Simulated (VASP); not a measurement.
Input of a VASP 6.6.1 run:

File INCAR:

```
SYSTEM = Rb
PREC     = Accurate       ! precision mode
ENCUT    = 520            ! plane-wave cutoff, eV
EDIFF    = 1E-7           ! SCF threshold, eV
ISMEAR   = -1             ! smearing method
SIGMA    = 0.1            ! smearing width, eV
LREAL    = .False.        ! projectors in reciprocal space
LASPH    = .True.         ! aspherical terms in the spheres
NELM     = 100            ! most SCF steps
ALGO     = Normal         ! electronic algorithm
ISIF     = 2              ! what is computed and relaxed
LWAVE    = .False.        ! write WAVECAR
LCHARG   = .False.        ! write CHGCAR
NBANDS   = 16             ! bands
```

The input KPOINTS:

```
Automatic mesh
0
Gamma
  9 9 9
  0 0 0
```

File POSCAR:

```
Rb
1.0
    0.0000000000      4.8991917204      4.8991917204
    4.8991917204      0.0000000000      4.8991917204
    4.8991917204      4.8991917204      0.0000000000
Rb
2
Direct
    0.1250000000      0.1250000000      0.1250000000
    0.8750000000      0.8750000000      0.8750000000
```

Potentials or basis: VASP PAW LDA potentials, release 64 (Rb_sv).

The run is started by

```bash
$ cat potpaw_LDA.64/Rb_sv/POTCAR > POTCAR
$ mpirun -np 1 vasp_std > vasp.out
```

**Question.** Predict the pressure.

**Answer.** 0.0 GPa.
